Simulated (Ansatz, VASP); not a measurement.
## Lu in VASP and in Ansatz

The input POSCAR:

```
Lu
1.0
    0.0000000000      2.4440290692      2.4440290692
    2.4440290692      0.0000000000      2.4440290692
    2.4440290692      2.4440290692      0.0000000000
Lu
1
Direct
    0.0000000000      0.0000000000      0.0000000000
```

File INCAR.step1:

```
SYSTEM = Lu
PREC = Accurate ; ENCUT = 660
ISMEAR = -1 ; SIGMA = 0.1
LREAL = .False. ; LASPH = .True.
NELM = 120 ; NBANDS = 18
GGA = PE ; ALGO = Normal
EDIFF = 1E-5 ; LWAVE = .True.
LCHARG = .False. ; GGA_COMPAT = .False.
```

INCAR.step2

```
SYSTEM = Lu
PREC = Accurate ; ENCUT = 660
EDIFF = 1E-6 ; ISMEAR = -1
SIGMA = 0.1 ; LREAL = .False.
LASPH = .True. ; NELM = 120
ALGO = Normal ; ISIF = 2
LWAVE = .False. ; LCHARG = .True.
METAGGA = R2SCAN ; LMIXTAU = .True.
LELF = .True. ; LVHAR = .True.
NBANDS = 18 ; ISTART = 1
GGA_COMPAT = .False.
```

File KPOINTS:

```
regular mesh
0
Gamma
  13 13 13
  0 0 0
```

Input for Ansatz:

```yaml
crystal:
  lattice:
    - [0.0, 2.4440290692, 2.4440290692]
    - [2.4440290692, 0.0, 2.4440290692]
    - [2.4440290692, 2.4440290692, 0.0]
  atoms:
    - { symbol: Lu, position: [0.0, 0.0, 0.0] }
hamiltonian:
  xc: r2scan
  pseudopotentials:
    kind: paw
    azcp:
      Lu: "pseudopotentials/Lu.paw.azcp"
basis:
  ecutwfc: 500
  fft_grid_basis: typed
kpoints:
  mp_grid: { grid: [13, 13, 13], shift: [0, 0, 0] }
magnetization:
  spin_polarized: false
scf:
  occupations: { method: fermi_dirac, width: 0.1 }
  lower_state_search: "off"
output:
  stress: true
  write_density: true
  write_potential: true
  elf: true
  volumetric_format: npy
```

Alike in both runs: task single point; functional r2SCAN; k mesh 13 × 13 × 13; occupations fermi-dirac, width 0.1 eV; no spin polarisation.

|  | VASP | Ansatz |
| --- | --- | --- |
| version | VASP 6.6.1 | Ansatz 0.2.0 |
| potentials or method | VASP PAW PBE potentials, release 64 (Lu), cutoff 660 eV | plane waves (500 eV) with PAW, scalar-relativistic |
| valence electrons in the cell | 25 | 25 |

```csv
,VASP,Ansatz,Ansatz less VASP
pressure (GPa),0.3,0.0,-0.35
```

VASP's potentials were made for PBE, not for r2SCAN.

Spin-orbit coupling is off throughout.
